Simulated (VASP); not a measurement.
Here is a VASP 6.6.1 calculation.

Contents of INCAR:

```
SYSTEM = H12C5O3
ALGO     = Normal         ! electronic algorithm
EDIFF    = 1E-6           ! SCF threshold, eV
ENCUT    = 1000           ! plane-wave cutoff, eV
GGA      = PS             ! functional
GGA_COMPAT= .False.      
ISIF     = 2              ! what is computed and relaxed
ISMEAR   = -1             ! smearing method
LASPH    = .True.         ! aspherical terms in the spheres
LCHARG   = .False.        ! write CHGCAR
LREAL    = Auto         
LWAVE    = .False.        ! write WAVECAR
NBANDS   = 76             ! bands
NELM     = 120            ! most SCF steps
PREC     = Accurate       ! precision mode
SIGMA    = 0.05           ! smearing width, eV
```

The input KPOINTS:

```
k-points
0
Gamma
  1 1 1
  0 0 0
```

The input POSCAR:

```
H12C5O3
1.0
    8.1932130000      0.0000000000      0.0000000000
    0.0000000000      8.1932130000      0.0000000000
    0.0000000000      0.0000000000      8.1932130000
C H O
10 24 6
Direct
    0.9148516462      1.0293956261      0.7900208944
    0.8954675735      0.8459930994      0.8081869555
    0.3639890174      0.9765230163      0.8891147077
    0.4221150698      0.8630713209      0.7546544655
    0.9156525869      0.4328525210      0.3297898297
    0.3492126152      0.3817839994      0.1082627270
    0.5475014201      0.2003929112      0.5347827677
    0.0895014487      0.8406002392      0.2936966438
    0.5379575752      0.7851665439      0.2495566589
    0.8652575858      0.4284947426      0.8653493450
    0.9128221235      1.0653839330      0.6604322465
    0.8165843343      1.0958551637      0.8527311631
    1.0316876992      1.0721110204      0.8409744131
    0.9002955548      0.8093745651      0.9376669496
    0.7773644255      0.8041831505      0.7597559958
    0.9921761418      0.7809332025      0.7417188397
    0.3157339501      1.0921303597      0.8406373611
    0.2666633837      0.9192433756      0.9618803256
    0.4631253991      1.0076233610      0.9742553418
    0.4687890968      0.7476206814      0.8053398150
    0.3233849784      0.8338251914      0.6684502251
    0.5221865897      0.9188776357      0.6840991725
    0.9859498824      0.4639070580      0.2167588023
    0.9848090484      0.3639423981      0.4257020536
    0.4256595296      0.3820223025      0.2219274676
    0.4128947390      0.4273830507     -0.0038403703
    0.4307731776      0.2562803260      0.5812279312
    0.6441229727      0.1734719662      0.6278950419
    0.0956310404      0.9632744811      0.2339362301
    0.0861409029      0.7322813030      0.2102074078
    0.6298096223      0.7176123601      0.3249090586
    0.5581503225      0.9194053471      0.2331988685
    0.9453147365      0.3608954758      0.9548210968
    0.9228724445      0.5338252615      0.8009731416
    0.7749506927      0.4730870115      0.3476718324
    0.2082403781      0.3357981408      0.1055646043
    0.5655383852      0.1664793892      0.3918990491
    0.0836152807      0.8248789442      0.4401688148
    0.4211037109      0.7164428495      0.1901789586
    0.7247621178      0.3909827747      0.8394932668
```

Potentials or basis: VASP PAW PBE potentials, release 64 (C_h, H_h, O_h).

Command:

```bash
$ cat potpaw_PBE.64/C_h/POTCAR potpaw_PBE.64/H_h/POTCAR potpaw_PBE.64/O_h/POTCAR > POTCAR
$ mpirun -np 1 vasp_gam > vasp.out
```

Task: Predict the pressure.

Result: 0.0 GPa.

Task: What does it give for the band gap on the k mesh?

Result: 3.05 eV.

Task: Estimate the largest force.

Result: 0.290 eV/Å.

Stress tensor (GPa, compression positive):
```
-0.05 -0.03 -0.13
-0.03  0.14 -0.06
-0.13 -0.06 -0.09
```

Caveat: the k points lie up to 0.77 Å⁻¹ apart; the PAW data sets were made with another functional, which shifts forces and pressure a little.
